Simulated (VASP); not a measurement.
# Ti (Fmmm) in VASP: notebook

The runs below take Ti through single point, with LDA.

Everything below comes from runs of VASP 6.6.1. Logs are shortened: lines on timing, memory, paths and dates and some standing lists are left out, and cuts for length are marked.

**1. The cell of the first run**

Symmetry: Fmmm, No. 69, orthorhombic system. The conventional cell has a = 3.931 Å, b = 4.001 Å, c = 4.211 Å, α = 90.00°, β = 90.00°, γ = 90.00°. Within 3.7 Å of Ti (site symmetry mmm) lie 12 Ti at 2.80 to 2.90 Å.

**2. Single point, LDA (normal strain along x -0.0175, normal strain along y +0.0525)**

File INCAR:

```
SYSTEM = Ti
ALGO = Fast
EDIFF = 1E-7
ENCUT = 520
GGA = CA
ISIF = 2
ISMEAR = 0
LASPH = .True.
LCHARG = .False.
LREAL = .False.
LWAVE = .False.
NBANDS = 12
NELM = 80
PREC = Accurate
SIGMA = 0.15
```

File KPOINTS:

```
k-points
0
Gamma
  20 20 20
  0 0 0
```

File POSCAR:

```
Ti
1.0
    0.0000000000      2.1055620664      2.0005340298
    1.9655246843      0.0000000000      2.0005340298
    1.9655246843      2.1055620664      0.0000000000
Ti
1
Direct
    0.0000000000      0.0000000000      0.0000000000
```

Potentials or basis: VASP PAW LDA potentials, release 64 (Ti_sv).

Started as:

```bash
cat potpaw_LDA.64/Ti_sv/POTCAR > POTCAR
mpirun -np 1 vasp_std > vasp.out
```

OUTCAR:

```text
SYSTEM = Ti
   EDIFF = 1E-7
   ENCUT = 520
   GGA = CA
   ISIF = 2
   ISMEAR = 0
   LASPH = .True.
   LREAL = .False.
   NELM = 80
   PREC = Accurate

 ion  position               nearest neighbor table
   1  0.000  0.000  0.000-

  LATTYP: Found a face centered orthorhombic cell.
 ALAT       =     3.9310493686
 B/A-ratio  =     1.0178117048
 C/A-ratio  =     1.0712468193

  Lattice vectors:

 A1 = (   0.0000000000,   2.1055620664,  -2.0005340298)
 A2 = (   1.9655246843,   2.1055620664,   0.0000000000)
 A3 = (   1.9655246843,   0.0000000000,  -2.0005340298)

Analysis of symmetry for initial positions (statically):
=====================================================================
 Subroutine PRICEL returns:
 Original cell was already a primitive cell.

 Routine SETGRP: Setting up the symmetry group for a
 face centered orthorhombic supercell.

 Subroutine GETGRP returns: Found  8 space group operations
 (whereof  8 operations were pure point group operations)
 out of a pool of  8 trial point group operations.

The static configuration has the point symmetry D_2h.

Analysis of symmetry for dynamics (positions and initial velocities):
=====================================================================
 Subroutine PRICEL returns:
 Original cell was already a primitive cell.

 Routine SETGRP: Setting up the symmetry group for a
 face centered orthorhombic supercell.

 Subroutine GETGRP returns: Found  8 space group operations
 (whereof  8 operations were pure point group operations)
 out of a pool of  8 trial point group operations.

The dynamic configuration has the point symmetry D_2h.

 Subroutine INISYM returns: Found  8 space group operations
 (whereof  8 operations are pure point group operations),
 and found     1 'primitive' translations

----------------------------------------------------------------------------------------

                                     Primitive cell

  volume of cell :      16.5586

  direct lattice vectors                    reciprocal lattice vectors
     0.000000000  2.105562066  2.000534030    -0.254385002  0.237466284  0.249933264
     1.965524684  0.000000000  2.000534030     0.254385002 -0.237466284  0.249933264
     1.965524684  2.105562066  0.000000000     0.254385002  0.237466284 -0.249933264

  length of vectors
     2.904398048  2.804536270  2.880395615     0.428449065  0.428449065  0.428449065

  position of ions in fractional coordinates (direct lattice)
     0.000000000  0.000000000  0.000000000
[... 79 lines left out ...]
   NSW    =      0    number of steps for IOM
   IBRION =     -1    ionic relax: 0-MD 1-quasi-New 2-CG
   NFREE  =      0    steps in history (QN), initial steepest desc. (CG)
   ISIF   =      2    stress and relaxation
   ISYM   =      2    0-nonsym 1-usesym 2-fastsym
   POTIM  = 0.5000    time-step for ionic-motion
   TEBEG  =    0.0;   TEEND  =   0.0 temperature during run
   PSTRESS=    0.0 pullay stress
   NELECT =      12.0000    total number of electrons
   NUPDOWN=      -1.0000    fix difference up-down
   EMIN   =  10.00;   EMAX   =-10.00  energy-range for DOS
   EFERMI =   0.00;   METHOD = LEGACY
   ISMEAR =     0;   SIGMA  =   0.15  broadening in eV -4-tet -1-fermi 0-gaus
   EFERMI_NEDOS =   21; number of points for ismear=-14 and -15
   IALGO  =     68    algorithm
   IMIX   =      4    mixing-type and parameters
     AMIX     =   0.40;   BMIX     =  1.00
     AMIX_MAG =   1.60;   BMIX_MAG =  1.00
  volume/ion in A,a.u.               =      16.56       111.74
  Fermi-wavevector in a.u.,A,eV,Ry     =   1.470487  2.778817 29.420299  2.162331
  Thomas-Fermi vector in A             =   2.585738
   LORBIT       =      0    0 simple, 1 ext, 2 COOP (PROOUT), +10 PAW based schemes
   GGA     = CA    functional components
   LHFCALC =     F    Hartree Fock is set to
   AEXX    =    0.0000 exact exchange contribution
   IVDW    =     0    specifies the selected vdW correction
   LEPSILON=     F    determine dielectric tensor
   LRPA    =     F    only Hartree local field effects (RPA)
 non-spin polarized calculation
 RMM-DIIS sequential band-by-band and
 Gauss-broadening in eV      SIGMA  =   0.15
  energy-cutoff  :      520.00
  volume of cell :       16.56
 maximum number of plane-waves:       463
 NGX is ok and might be reduce to    24
   NGX = 11   NGY = 11   NGZ = 11

 number of electron      12.0000001 magnetization

 Free energy of the ion-electron system (eV)
  ---------------------------------------------------
  ext. energy  EPLUGINS =         0.00000000
  ---------------------------------------------------
  free energy    TOTEN  =        -8.49746840 eV

  energy without entropy =       -8.47745163  energy(sigma->0) =       -8.48746002

 E-fermi :   8.4877     XC(G=0): -12.0143

 val. band max:        8.4876965020   @ k =   0.2000   0.0500   0.1500
 cond. band min:       8.4890194820   @ k =  -0.3000  -0.0000   0.2000
 fundamental gap:      0.0013229800
 Fermi energy:         8.4877450131

 k-point     1 :       0.0000    0.0000    0.0000
  band No.  band energies     occupation
      1     -47.4444      2.00000
      2     -23.6209      2.00000
      3     -23.6061      2.00000
      4     -23.6041      2.00000
      5       2.3763      2.00000
      6       9.0399      0.00000
      7       9.4954      0.00000
      8       9.6290      0.00000
      9      10.7511      0.00000
     10      11.3773      0.00000
     11      24.1732      0.00000
     12      27.7826      0.00000
[... 331 lines left out ...]
 k-point    24 :      -0.3500    0.0500   -0.0000
  band No.  band energies     occupation
      1     -47.3114      2.00000
      2     -24.2832      2.00000
      3     -23.7353      2.00000
      4     -23.6742      2.00000
      5       5.4882      2.00000
      6       8.6211      0.20848
      7       9.1188      0.00000
      8       9.6714      0.00000
      9      11.6647      0.00000
     10      12.0704      0.00000
     11      19.0241      0.00000
     12      23.9140      0.00000

 [... further k-points ...]
[... 5 lines left out ...]
  --------------------------------------------------------------------------------------
  -------------------------------------------------------------------------------------
  Total       -0.3187889     -0.5292085     -0.3735909      0.0000000      0.0000000      0.0000000
  in kB      -30.8454625    -51.2052970    -36.1480109      0.0000000      0.0000000      0.0000000
  external PRESSURE =     -39.3995901 kB  Pullay stress =       0.0000000 kB

 VOLUME and BASIS-vectors are now :
 -----------------------------------------------------------------------------
  energy-cutoff  :      520.00
  volume of cell :       16.56
      direct lattice vectors                 reciprocal lattice vectors
     0.000000000  2.105562066  2.000534030    -0.254385002  0.237466284  0.249933264
     1.965524684  0.000000000  2.000534030     0.254385002 -0.237466284  0.249933264
     1.965524684  2.105562066  0.000000000     0.254385002  0.237466284 -0.249933264

 POSITION                                       TOTAL-FORCE (eV/Angst)
 -----------------------------------------------------------------------------------
      0.00000      0.00000      0.00000         0.000000      0.000000      0.000000
 -----------------------------------------------------------------------------------
    total drift:                                0.000000      0.000000     -0.000000

  FREE ENERGIE OF THE ION-ELECTRON SYSTEM (eV)
  ---------------------------------------------------
  free  energy   TOTEN  =        -8.4974684041 eV

  energy  without entropy=       -8.4774516304  energy(sigma->0) =       -8.48746002
```

stdout:

```text
POSCAR found type information on POSCAR Ti
 POSCAR found :  1 types and       1 ions
 scaLAPACK will be used
 LDA part: xc-table for (Slater(with rela. corr.)+CA(PZ))
 , standard interpolation
 POSCAR, INCAR and KPOINTS ok, starting setup
 FFT: planning ... GRIDC
 FFT: planning ... GRID_SOFT
 FFT: planning ... GRID
 WAVECAR not read
 entering main loop
WARNING in EDDRMM: call to ZHEGV failed, returncode =   6  3      8
WARNING in EDDRMM: call to ZHEGV failed, returncode =   8  4     11
WARNING in EDDRMM: call to ZHEGV failed, returncode =   6  3      7
WARNING in EDDRMM: call to ZHEGV failed, returncode =   8  4      8
WARNING in EDDRMM: call to ZHEGV failed, returncode =   6  3      8
WARNING in EDDRMM: call to ZHEGV failed, returncode =   6  3      6
WARNING in EDDRMM: call to ZHEGV failed, returncode =   8  4     10
WARNING in EDDRMM: call to ZHEGV failed, returncode =   6  3      7
WARNING in EDDRMM: call to ZHEGV failed, returncode =   6  3      6
WARNING in EDDRMM: call to ZHEGV failed, returncode =   8  4      5
[... 55 lines left out ...]
WARNING in EDDRMM: call to ZHEGV failed, returncode =   6  3      7
WARNING in EDDRMM: call to ZHEGV failed, returncode =   6  3      6
WARNING in EDDRMM: call to ZHEGV failed, returncode =   6  3      7
WARNING in EDDRMM: call to ZHEGV failed, returncode =   6  3      6
WARNING in EDDRMM: call to ZHEGV failed, returncode =   8  4     10
WARNING in EDDRMM: call to ZHEGV failed, returncode =   6  3      5
WARNING in EDDRMM: call to ZHEGV failed, returncode =   8  4     11
WARNING in EDDRMM: call to ZHEGV failed, returncode =   6  3     11
WARNING in EDDRMM: call to ZHEGV failed, returncode =   8  4      6
WARNING in EDDRMM: call to ZHEGV failed, returncode =   6  3      7
```

Run time: 6.9 min. Hardware: 1 thread of Intel Xeon Platinum 8375C at 2.90GHz (Ice Lake), shared host; peak memory 0.32 GiB.

What came out:

| Property | Result |
| --- | --- |
| Free energy | -8.4975 eV |
| Pressure | -3.9 GPa |
| Band gap on the k mesh | zero (band 6 reaches 9.25 eV, above the bottom of band 7 at 7.91 eV) |

Levels at points of the mesh, in eV from the Fermi level:
```tsv
k point	band 2	band 3	band 4	band 5	band 6	band 7	band 8	band 9	band 10	band 11
(0.00, 0.00, 0.00)	-32.11	-32.09	-32.09	-6.11	0.55	1.01	1.14	2.26	2.89	15.69
(0.50, 0.00, 0.00)	-32.91	-32.24	-32.16	-2.68	0.47	0.89	1.03	3.66	3.88	8.72
(0.50, 0.50, 0.00)	-32.86	-32.45	-32.34	-2.74	-1.84	3.37	3.70	3.85	4.31	11.81
(0.50, 0.00, 0.50)	-32.84	-32.34	-32.31	-2.76	-1.77	2.43	3.78	4.02	4.11	10.42
(0.00, 0.50, 0.50)	-32.85	-32.46	-32.38	-2.73	-1.90	3.71	3.72	3.91	4.27	11.58
```

Caveat: the cell differs from its parent crystal (normal strain along x -0.0175, normal strain along y +0.0525).

**3. Single point, LDA (normal strain along x +0.0175, normal strain along y +0.0350)**

File INCAR:

```
ALGO     = Fast           # electronic algorithm
EDIFF    = 1E-6           # SCF threshold, eV
ENCUT    = 520            # plane-wave cutoff, eV
GGA      = CA             # functional
ISIF     = 2              # what is computed and relaxed
ISMEAR   = 0              # smearing method
LASPH    = True           # aspherical terms in the spheres
LCHARG   = False          # write CHGCAR
LREAL    = False          # projectors in reciprocal space
LWAVE    = False          # write WAVECAR
NBANDS   = 12             # bands
NELM     = 100            # most SCF steps
PREC     = Accurate       # precision mode
SIGMA    = 0.15           # smearing width, eV
```

File KPOINTS:

```
k-points
0
Gamma
  20 20 20
```

File POSCAR:

```
Ti
1.0
    0.0000000000      2.0705527208      2.0005340298
    2.0355433753      0.0000000000      2.0005340298
    2.0355433753      2.0705527208      0.0000000000
Ti
1
Direct
    0.0000000000      0.0000000000      0.0000000000
```

Potentials or basis: VASP PAW LDA potentials, release 64 (Ti_sv).

Started as:

```bash
cat potpaw_LDA.64/Ti_sv/POTCAR > POTCAR
mpirun -np 1 vasp_std > vasp.out
```

OUTCAR:

```text
EDIFF = 1E-6
   ENCUT = 520
   GGA = CA
   ISIF = 2
   ISMEAR = 0
   LASPH = True
   LREAL = False
   NELM = 100
   PREC = Accurate

 ion  position               nearest neighbor table
   1  0.000  0.000  0.000-

  LATTYP: Found a face centered orthorhombic cell.
 ALAT       =     4.0010680596
 B/A-ratio  =     1.0175000000
 C/A-ratio  =     1.0350000000

  Lattice vectors:

 A1 = (   2.0355433753,   2.0705527208,   0.0000000000)
 A2 = (   0.0000000000,   2.0705527208,   2.0005340298)
 A3 = (   2.0355433753,   0.0000000000,   2.0005340298)
[... 532 lines left out ...]
      4     -23.9455      2.00000
      5       5.3071      2.00000
      6       8.3998      0.34268
      7       9.0831      0.00000
      8       9.2735      0.00000
      9      11.4171      0.00000
     10      11.7769      0.00000
     11      18.6198      0.00000
     12      23.6733      0.00000

 [... further k-points ...]
[... 5 lines left out ...]
  --------------------------------------------------------------------------------------
  -------------------------------------------------------------------------------------
  Total       -0.6584106     -0.7172640     -0.5990315      0.0000000      0.0000000      0.0000000
  in kB      -62.5553953    -68.1470394    -56.9138108      0.0000000      0.0000000      0.0000000
  external PRESSURE =     -62.5387485 kB  Pullay stress =       0.0000000 kB

 VOLUME and BASIS-vectors are now :
 -----------------------------------------------------------------------------
  energy-cutoff  :      520.00
  volume of cell :       16.86
      direct lattice vectors                 reciprocal lattice vectors
     0.000000000  2.070552721  2.000534030    -0.245634658  0.241481415  0.249933264
     2.035543375  0.000000000  2.000534030     0.245634658 -0.241481415  0.249933264
     2.035543375  2.070552721  0.000000000     0.245634658  0.241481415 -0.249933264

 POSITION                                       TOTAL-FORCE (eV/Angst)
 -----------------------------------------------------------------------------------
      0.00000      0.00000      0.00000         0.000000     -0.000000      0.000000
 -----------------------------------------------------------------------------------
    total drift:                                0.000000     -0.000000     -0.000000

  FREE ENERGIE OF THE ION-ELECTRON SYSTEM (eV)
  ---------------------------------------------------
  free  energy   TOTEN  =        -8.4914840917 eV

  energy  without entropy=       -8.4720846884  energy(sigma->0) =       -8.48178439
```

OSZICAR:

```text
N       E                     dE             d eps       ncg     rms          rms(c)
DAV:   1     0.857916647970E+02    0.85792E+02   -0.65297E+03 28028   0.120E+03
DAV:   2    -0.523519064014E+01   -0.91027E+02   -0.88531E+02 28444   0.295E+02
DAV:   3    -0.941240933141E+01   -0.41772E+01   -0.41346E+01 39064   0.641E+01
[... 10 lines left out ...]
RMM:  14    -0.849146300755E+01   -0.30439E-04   -0.34362E-04 43846   0.138E-01    0.224E-02
RMM:  15    -0.849147383759E+01   -0.10830E-04   -0.11269E-04 42438   0.681E-02    0.441E-02
RMM:  16    -0.849148052972E+01   -0.66921E-05   -0.61163E-05 38384   0.414E-02    0.409E-02
RMM:  17    -0.849148307360E+01   -0.25439E-05   -0.24510E-05 33877   0.286E-02    0.410E-02
RMM:  18    -0.849148419529E+01   -0.11217E-05   -0.16058E-05 31876   0.214E-02    0.389E-02
RMM:  19    -0.849148409171E+01    0.10358E-06   -0.83902E-06 31742   0.221E-02
   1 F= -.84914841E+01 E0= -.84817844E+01  d E =-.193994E-01
```

It took 5.4 min on 1 thread of Intel Xeon Platinum 8375C at 2.90GHz (Ice Lake), shared host; peak memory 0.32 GiB.

Results:

```
Free energy            : -8.4915 eV
Pressure               : -6.3 GPa
Band gap on the k mesh : zero (band 6 reaches 9.08 eV, above the bottom of band 7 at 7.84 eV)
```

Caveat: the cell differs from its parent crystal (normal strain along x +0.0175, normal strain along y +0.0350).

**4. Single point, LDA (normal strain along x +0.0175, normal strain along y +0.0525)**

File INCAR:

```
SYSTEM = Ti
PREC = Accurate ; ENCUT = 520
EDIFF = 1E-7 ; ISMEAR = 0
SIGMA = 0.15 ; LREAL = .False.
LASPH = .True. ; NELM = 60
ALGO = Fast ; ISIF = 2
LWAVE = .False. ; LCHARG = .False.
NBANDS = 12
```

File KPOINTS:

```
regular mesh
0
Gamma
  20 20 20
  0 0 0
```

File POSCAR:

```
Ti
1.0
    0.0000000000      2.1055620664      2.0005340298
    2.0355433753      0.0000000000      2.0005340298
    2.0355433753      2.1055620664      0.0000000000
Ti
1
Direct
    0.0000000000      0.0000000000      0.0000000000
```

Started as:

```bash
cat potpaw_LDA.64/Ti_sv/POTCAR > POTCAR
mpirun -np 1 vasp_std > vasp.out
```

Run time: 7.3 min. Hardware: 1 thread of Intel Xeon Platinum 8375C at 2.90GHz (Ice Lake), shared host; peak memory 0.33 GiB.

It converged, with:

* Free energy: -8.4785 eV
* Pressure: -7.5 GPa
* Band gap on the k mesh: zero (band 6 reaches 8.85 eV, above the bottom of band 7 at 7.60 eV)

Stress tensor (GPa, compression positive):
```
-7.28  0.00  0.00
 0.00 -8.34  0.00
 0.00  0.00 -6.74
```

Levels at points of the mesh, in eV from the Fermi level:
```tsv
k point	band 3	band 4	band 5	band 6	band 7	band 8	band 9	band 10
(0.00, 0.00, 0.00)	-32.20	-32.20	-6.04	0.63	0.92	1.05	2.26	2.69
(0.50, 0.00, 0.00)	-32.32	-32.27	-2.61	0.53	0.78	0.93	3.53	3.69
(0.50, 0.50, 0.00)	-32.51	-32.46	-2.61	-1.80	3.41	3.56	3.80	4.03
(0.50, 0.00, 0.50)	-32.43	-32.41	-2.64	-1.70	2.47	3.60	3.85	3.94
(0.00, 0.50, 0.50)	-32.50	-32.43	-2.62	-1.75	3.08	3.56	3.75	4.06
```

Caveat: the cell differs from its parent crystal (normal strain along x +0.0175, normal strain along y +0.0525).

**5. Overview**

| cell | further INCAR settings | gap on the mesh (eV) | pressure (GPa) |
| --- | --- | --- | --- |
| a = 2.904, b = 2.805, c = 2.880 Å, angles 61.4, 58.0, 60.6°, 1 atom | ALGO = Fast; EDIFF = 1e-07; NBANDS = 12 | none | -3.9 |
| a = 2.879, b = 2.854, c = 2.904 Å, angles 60.0, 59.1, 60.9°, 1 atom | ALGO = Fast; EDIFF = 1e-06; NBANDS = 12 | none | -6.3 |
| a = 2.904, b = 2.854, c = 2.929 Å, angles 60.3, 58.6, 61.1°, 1 atom | ALGO = Fast; EDIFF = 1e-07; NBANDS = 12 | none | -7.5 |

Alike in all rows: task single point; level LDA; potentials or basis VASP PAW LDA potentials, release 64 (Ti_sv); no spin polarisation; k mesh 20 × 20 × 20; cutoff (eV) 520; smearing gaussian 0.15 eV.

Absolute energies hang on the potentials; compare differences alone.
